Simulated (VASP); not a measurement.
# SiC (Cc) in VASP: notebook

The runs below take SiC through single point, with r2SCAN.

Everything below comes from runs of VASP 6.6.1. Logs are shortened: lines on timing, memory, paths and dates and some standing lists are left out, and cuts for length are marked.

## (1) The cell of the first run

Symmetry: Cc, No. 9, monoclinic system. The conventional cell has a = 3.075 Å, b = 5.326 Å, c = 5.048 Å, α = 90.00°, β = 90.29°, γ = 90.00°. Within 2.5 Å of Si (site symmetry 1) lie 4 C at 1.88 to 1.90 Å. C (site symmetry 1) has 4 Si at 1.88 to 1.90 Å within 2.5 Å.

## (2) Single point, r2SCAN (strain +0.0050 x Voigt [0, 0, 0, 0, 1, 0])

The input, POSCAR:

```
SiC
1.0
    3.0751950059      0.0000000000      0.0076879875
   -1.5375975029      2.6631969967     -0.0038439938
    0.0126204171      0.0000000000      5.0481668544
Si C
2 2
Direct
    0.3333333333      0.6666666667      0.0046028828
    0.6666666667      0.3333333333      0.5046028828
    0.3333333333      0.6666666667      0.3803971172
    0.6666666667      0.3333333333      0.8803971172
```

The input, INCAR.step1:

```
SYSTEM = SiC
PREC = Accurate
ENCUT = 520
ISMEAR = 0
SIGMA = 0.05
LREAL = .FALSE.
LASPH = .TRUE.
NELM = 80
NBANDS = 16
GGA = PE
ALGO = Normal
EDIFF = 1E-4
LWAVE = .TRUE.
LCHARG = .FALSE.
```

The input, INCAR.step2:

```
SYSTEM = SiC
PREC = Accurate
ENCUT = 520
EDIFF = 1E-6
ISMEAR = 0
SIGMA = 0.05
LREAL = .FALSE.
LASPH = .TRUE.
NELM = 80
ALGO = Normal
ISIF = 2
LWAVE = .FALSE.
LCHARG = .FALSE.
METAGGA = R2SCAN
LMIXTAU = .TRUE.
NBANDS = 16
ISTART = 1
```

The input, KPOINTS:

```
regular mesh
0
G
  12 12 6
  0 0 0
```

Potentials or basis: VASP PAW PBE potentials, release 64 (Si, C).

Command:

```console
cat potpaw_PBE.64/Si/POTCAR potpaw_PBE.64/C/POTCAR > POTCAR
cp INCAR.step1 INCAR
mpirun -np 1 vasp_std > vasp.out
cp INCAR.step2 INCAR
mpirun -np 1 vasp_std > vasp.out
```

OUTCAR:

```text
SYSTEM = SiC
   PREC = Accurate
   ENCUT = 520
   EDIFF = 1E-6
   ISMEAR = 0
   LREAL = .FALSE.
   LASPH = .TRUE.
   NELM = 80
   ISIF = 2
   METAGGA = R2SCAN
   ISTART = 1

 ion  position               nearest neighbor table
   1  0.333  0.667  0.005-   4 1.88   4 1.88   4 1.89   3 1.90   2 3.08   2 3.08   2 3.09   2 3.09
                             2 3.09   2 3.09
   2  0.667  0.333  0.505-   3 1.88   3 1.88   3 1.89   4 1.90   1 3.08   1 3.08   1 3.09   1 3.09
                             1 3.09   1 3.09
   3  0.333  0.667  0.380-   2 1.88   2 1.88   2 1.89   1 1.90
   4  0.667  0.333  0.880-   1 1.88   1 1.88   1 1.89   2 1.90

  LATTYP: Found a base centered monoclinic cell.
 ALAT       =     3.0752046159
 B/A-ratio  =     1.7320453949
 C/A-ratio  =     1.6415761748
 COS(beta)  =    -0.0049999687

  Lattice vectors:

 A1 = (  -1.5375975029,   2.6631969967,  -0.0038439938)
 A2 = (  -1.5375975030,  -2.6631969967,  -0.0038439937)
 A3 = (   0.0126204171,   0.0000000000,   5.0481668544)

Analysis of symmetry for initial positions (statically):
=====================================================================
 Subroutine PRICEL returns:
 Original cell was already a primitive cell.

 Routine SETGRP: Setting up the symmetry group for a
 base centered monoclinic supercell.

 Subroutine GETGRP returns: Found  2 space group operations
 (whereof  1 operations were pure point group operations)
 out of a pool of  4 trial point group operations.

The static configuration has the point symmetry C_1 .
 The point group associated with its full space group is C_1h.

Analysis of symmetry for dynamics (positions and initial velocities):
=====================================================================
 Subroutine PRICEL returns:
 Original cell was already a primitive cell.

 Routine SETGRP: Setting up the symmetry group for a
 base centered monoclinic supercell.

 Subroutine GETGRP returns: Found  2 space group operations
 (whereof  1 operations were pure point group operations)
 out of a pool of  4 trial point group operations.

The dynamic configuration has the point symmetry C_1 .
 The point group associated with its full space group is C_1h.

 Subroutine INISYM returns: Found  2 space group operations
 (whereof  1 operations are pure point group operations),
 and found     1 'primitive' translations

----------------------------------------------------------------------------------------

                                     Primitive cell

  volume of cell :      41.3435

  direct lattice vectors                    reciprocal lattice vectors
     3.075195006  0.000000000  0.007687988     0.325184662  0.187744279 -0.000812962
    -1.537597503  2.663196997 -0.003843994     0.000000000  0.375488558  0.000000000
     0.012620417  0.000000000  5.048166854    -0.000495232  0.000000000  0.198092947

  length of vectors
     3.075204616  3.075197408  5.048182630     0.375491198  0.375488558  0.198093566

  position of ions in fractional coordinates (direct lattice)
     0.333333333  0.666666667  0.004602883
     0.666666667  0.333333333  0.504602883
     0.333333333  0.666666667  0.380397117
     0.666666667  0.333333333  0.880397117

  ion indices of the primitive-cell ions
   primitive index   ion index
                 1           1
                 2           2
                 3           3
                 4           4

----------------------------------------------------------------------------------------

 KPOINTS: regular mesh

Automatic generation of k-mesh.
 Grid dimensions read from file:
 generate k-points for:   12   12    6

 Generating k-lattice:

  Cartesian coordinates                     Fractional coordinates (reciprocal lattice)
     0.027098722  0.015645357 -0.000067747     0.083333333 -0.000000000  0.000000000
     0.000000000  0.031290713  0.000000000     0.000000000  0.083333333  0.000000000
    -0.000082539  0.000000000  0.033015491     0.000000000 -0.000000000  0.166666667

  Length of vectors
     0.031290933  0.031290713  0.033015594

  Shift w.r.t. Gamma in fractional coordinates (k-lattice)
     0.000000000  0.000000000  0.000000000

 Subroutine IBZKPT returns following result:
 ===========================================

 Found    242 irreducible k-points:

 Following reciprocal coordinates:
            Coordinates               Weight
  0.000000  0.000000  0.000000      1.000000
  0.083333  0.000000  0.000000      4.000000
  0.166667  0.000000  0.000000      4.000000
  0.250000  0.000000  0.000000      4.000000
  0.333333  0.000000 -0.000000      4.000000
  0.416667  0.000000  0.000000      4.000000
[... 16 lines left out ...]
  0.333333  0.166667 -0.000000      4.000000
  0.416667  0.166667  0.000000      4.000000
 [... further k-points ...]
   k-points           NKPTS =    242   k-points in BZ     NKDIM =    242   number of bands    NBANDS=     16
   number of dos      NEDOS =    301   number of ions     NIONS =      4
   total plane-waves  NPLWV =  23040
   dimension x,y,z NGX =    24 NGY =   24 NGZ =   40
   dimension x,y,z NGXF=    48 NGYF=   48 NGZF=   80
   ions per type =               2   2
   NGX,Y,Z   is equivalent  to a cutoff of  12.97, 12.97, 13.17 a.u.
   NGXF,Y,Z  is equivalent  to a cutoff of  25.95, 25.95, 26.35 a.u.
 SYSTEM =  SiC
   PREC   = accura    normal or accurate (medium, high low for compatibility)
   ISTART =      1    job   : 0-new  1-cont  2-samecut
   ICHARG =      0    charge: 1-file 2-atom 10-const
   ISPIN  =      1    spin polarized calculation?
   LNONCOLLINEAR =      F non collinear calculations
   LSORBIT =      F    spin-orbit coupling
   LASPH  =      T    aspherical Exc in radial PAW
   ENCUT  =  520.0 eV  38.22 Ry    6.18 a.u.   5.72  5.72  9.39*2*pi/ulx,y,z
   NELM   =     80;   NELMIN=  2; NELMDL=  0     # of ELM steps
   EDIFF  = 0.1E-05   stopping-criterion for ELM
   LREAL  =      F    real-space projection
   EDIFFG = 0.1E-04   stopping-criterion for IOM
   NSW    =      0    number of steps for IOM
   IBRION =     -1    ionic relax: 0-MD 1-quasi-New 2-CG
   NFREE  =      0    steps in history (QN), initial steepest desc. (CG)
   ISIF   =      2    stress and relaxation
   ISYM   =      2    0-nonsym 1-usesym 2-fastsym
   POTIM  = 0.5000    time-step for ionic-motion
   TEBEG  =    0.0;   TEEND  =   0.0 temperature during run
   PSTRESS=    0.0 pullay stress
   NELECT =      16.0000    total number of electrons
   NUPDOWN=      -1.0000    fix difference up-down
   EMIN   =  10.00;   EMAX   =-10.00  energy-range for DOS
   EFERMI =   0.00;   METHOD = LEGACY
   ISMEAR =     0;   SIGMA  =   0.05  broadening in eV -4-tet -1-fermi 0-gaus
   EFERMI_NEDOS =   21; number of points for ismear=-14 and -15
   IALGO  =     38    algorithm
   IMIX   =      4    mixing-type and parameters
     AMIX     =   0.40;   BMIX     =  1.00
     AMIX_MAG =   1.60;   BMIX_MAG =  1.00
  volume/ion in A,a.u.               =      10.34        69.75
  Fermi-wavevector in a.u.,A,eV,Ry     =   1.193015  2.254471 19.364960  1.423284
  Thomas-Fermi vector in A             =   2.329039
   LORBIT       =      0    0 simple, 1 ext, 2 COOP (PROOUT), +10 PAW based schemes
   METAGGA = R2SCAN    functional components
   LHFCALC =     F    Hartree Fock is set to
   AEXX    =    0.0000 exact exchange contribution
   IVDW    =     0    specifies the selected vdW correction
   LEPSILON=     F    determine dielectric tensor
   LRPA    =     F    only Hartree local field effects (RPA)
 non-spin polarized calculation
 Gauss-broadening in eV      SIGMA  =   0.05
  energy-cutoff  :      520.00
  volume of cell :       41.34
 maximum number of plane-waves:      1130
   NGX = 11   NGY = 11   NGZ = 19

 number of electron      15.9999999 magnetization

 Free energy of the ion-electron system (eV)
  ---------------------------------------------------
  ext. energy  EPLUGINS =         0.00000000
  ---------------------------------------------------
  free energy    TOTEN  =       -38.63734386 eV

  energy without entropy =      -38.63734386  energy(sigma->0) =      -38.63734386

 E-fermi :   8.4347     XC(G=0): -11.9295

 val. band max:        8.1493920596   @ k =   0.0000   0.0000   0.0000
 cond. band min:      10.8053771982   @ k =   0.3333   0.3333  -0.0000
 fundamental gap:      2.6559851386
 Fermi energy:         8.4347497483

 k-point     1 :       0.0000    0.0000    0.0000
  band No.  band energies     occupation
      1      -8.2088      2.00000
      2      -4.5814      2.00000
      3      -0.8461      2.00000
      4       6.7616      2.00000
      5       6.7617      2.00000
      6       8.0307      2.00000
[... 8 lines left out ...]
     15      17.7268      0.00000
     16      20.1792      0.00000

 k-point     2 :       0.0833    0.0000    0.0000
  band No.  band energies     occupation
      1      -8.0839      2.00000
      2      -4.4761      2.00000
      3      -0.7308      2.00000
      4       6.0632      2.00000
      5       6.5427      2.00000
      6       7.6629      2.00000
[... 8 lines left out ...]
     15      18.0525      0.00000
     16      19.2034      0.00000

 k-point     3 :       0.1667    0.0000    0.0000
  band No.  band energies     occupation
      1      -7.7127      2.00000
      2      -4.1704      2.00000
      3      -0.3946      2.00000
      4       4.5306      2.00000
      5       6.0458      2.00000
      6       6.4956      2.00000
[... 8 lines left out ...]
     15      18.3930      0.00000
     16      18.7414      0.00000
[... 362 lines left out ...]
 k-point    23 :       0.3333    0.1667   -0.0000
  band No.  band energies     occupation
      1      -5.0656      2.00000
      2      -2.9812      2.00000
      3       0.4422      2.00000
      4       2.0465      2.00000
      5       2.5674      2.00000
      6       3.3246      2.00000
[... 8 lines left out ...]
     15      19.7196      0.00000
     16      20.7593      0.00000

 k-point    24 :       0.4167    0.1667    0.0000
  band No.  band energies     occupation
      1      -4.4888      2.00000
      2      -3.2494      2.00000
      3       0.4448      2.00000
      4       1.7978      2.00000
      5       2.5804      2.00000
      6       3.3230      2.00000
[... 8 lines left out ...]
     15      19.6874      0.00000
     16      21.3760      0.00000

 [... further k-points ...]

------------------------ aborting loop because EDIFF is reached ----------------------------------------

  FORCE on cell =-STRESS in cart. coord.  units (eV):
  Direction    XX          YY          ZZ          XY          YZ          ZX
  --------------------------------------------------------------------------------------
  -------------------------------------------------------------------------------------
  Total       -0.0408666     -0.0407885     -0.0391380     -0.0000000      0.0000000     -0.2286892
  in kB       -1.5836967     -1.5806716     -1.5167072     -0.0000000      0.0000000     -8.8623580
  external PRESSURE =      -1.5603585 kB  Pullay stress =       0.0000000 kB

 VOLUME and BASIS-vectors are now :
 -----------------------------------------------------------------------------
  energy-cutoff  :      520.00
  volume of cell :       41.34
      direct lattice vectors                 reciprocal lattice vectors
     3.075195006  0.000000000  0.007687988     0.325184662  0.187744279 -0.000812962
    -1.537597503  2.663196997 -0.003843994     0.000000000  0.375488558  0.000000000
     0.012620417  0.000000000  5.048166854    -0.000495232  0.000000000  0.198092947

 POSITION                                       TOTAL-FORCE (eV/Angst)
 -----------------------------------------------------------------------------------
      0.00006      1.77546      0.02324        -0.027247      0.000399     -0.000365
      1.54397      0.88773      2.55116        -0.027247     -0.000399     -0.000365
      0.00480      1.77546      1.92031         0.027247      0.000553      0.000365
      1.54871      0.88773      4.44824         0.027247     -0.000553      0.000365
 -----------------------------------------------------------------------------------
    total drift:                               -0.000013     -0.000000     -0.000107

  FREE ENERGIE OF THE ION-ELECTRON SYSTEM (eV)
  ---------------------------------------------------
  free  energy   TOTEN  =       -38.6373438637 eV

  energy  without entropy=      -38.6373438637  energy(sigma->0) =      -38.63734386
```

Wall time 8.5 min (1 thread of Intel Xeon 8259CL, shared host); peak memory 0.26 GiB.

What came out:

```yaml
Free_energy: -38.6373 eV
Pressure: -0.2 GPa
Largest_force: 0.027 eV/Å
Band_gap_on_the_k_mesh: 2.66 eV (least direct gap 4.48 eV)
```

Forces on the atoms (eV/Å):
```
Si  -0.027  0.000  0.000
Si  -0.027  0.000  0.000
C    0.027  0.001  0.000
C    0.027 -0.001  0.000
```

Caveat: the cell differs from its parent crystal (strain +0.0050 x Voigt [0, 0, 0, 0, 1, 0]); the PAW data sets were made with another functional, which shifts forces and pressure a little. A k mesh can miss the band edges.

## (3) Single point, r2SCAN (strain +0.0175 x Voigt [0, 0, 0, 0, 1, 0])

The input, POSCAR:

```
SiC
1.0
    3.0751950059      0.0000000000      0.0269079563
   -1.5375975029      2.6631969967     -0.0134539782
    0.0441714600      0.0000000000      5.0481668544
Si C
2 2
Direct
    0.3333333333      0.6666666667      0.0046028828
    0.6666666667      0.3333333333      0.5046028828
    0.3333333333      0.6666666667      0.3803971172
    0.6666666667      0.3333333333      0.8803971172
```

The input, INCAR.step1:

```
SYSTEM = SiC
ALGO = Normal
EDIFF = 1E-4
ENCUT = 520
GGA = PE
ISMEAR = 0
LASPH = .True.
LCHARG = .False.
LREAL = .False.
LWAVE = .True.
NBANDS = 16
NELM = 100
PREC = Accurate
SIGMA = 0.05
```

The input, INCAR.step2:

```
SYSTEM = SiC
ALGO = Normal
EDIFF = 1E-6
ENCUT = 520
ISIF = 2
ISMEAR = 0
ISTART = 1
LASPH = .True.
LCHARG = .False.
LMIXTAU = .True.
LREAL = .False.
LWAVE = .False.
METAGGA = R2SCAN
NBANDS = 16
NELM = 100
PREC = Accurate
SIGMA = 0.05
```

The input, KPOINTS:

```
k-points
0
Gamma
  12 12 6
  0 0 0
```

Potentials or basis: VASP PAW PBE potentials, release 64 (Si, C).

Command:

```console
cat potpaw_PBE.64/Si/POTCAR potpaw_PBE.64/C/POTCAR > POTCAR
cp INCAR.step1 INCAR
mpirun -np 1 vasp_std > vasp.out
cp INCAR.step2 INCAR
mpirun -np 1 vasp_std > vasp.out
```

It took 7.9 min on 1 thread of Intel Xeon 8259CL, shared host; peak memory 0.26 GiB.

The run converged. Its results:

| Property | Result |
| --- | --- |
| Free energy | -38.6309 eV |
| Pressure | -0.1 GPa |
| Largest force | 0.096 eV/Å |
| Band gap on the k mesh | 2.64 eV (least direct gap 4.49 eV) |

Forces in eV/Å, atoms in the order of the input:
```
Si  -0.095  0.005  0.002
Si  -0.095 -0.005  0.002
C    0.095  0.007 -0.002
C    0.095 -0.007 -0.002
```

Stress tensor (GPa, compression positive):
```
-0.14  0.00 -3.10
 0.00 -0.14  0.00
-3.10  0.00 -0.12
```

Levels at points of the mesh, in eV from the valence-band top:
```
           k point  band 5  band 6  band 7  band 8  band 9  band 10  band 11  band 12
(0.00, 0.00, 0.00)   -1.41   -0.16   -0.02    0.00    5.36     6.73     7.16     7.18
(0.50, 0.00, 0.00)   -5.63   -3.50   -3.38   -1.28    3.20     4.64     7.36     7.70
(0.00, 0.50, 0.00)   -5.65   -3.50   -3.39   -1.28    3.20     4.64     7.24     7.84
(0.00, 0.00, 0.50)   -0.83   -0.83   -0.72   -0.72    6.47     6.47     7.80     7.80
(0.50, 0.00, 0.50)   -2.62   -2.57   -2.56   -2.35    3.64     3.75     5.63     5.92
(0.00, 0.50, 0.50)   -2.59   -2.59   -2.45   -2.45    3.70     3.70     5.77     5.77
```

Caveat: the cell differs from its parent crystal (strain +0.0175 x Voigt [0, 0, 0, 0, 1, 0]); the PAW data sets were made with another functional, which shifts forces and pressure a little. A k mesh can miss the band edges.
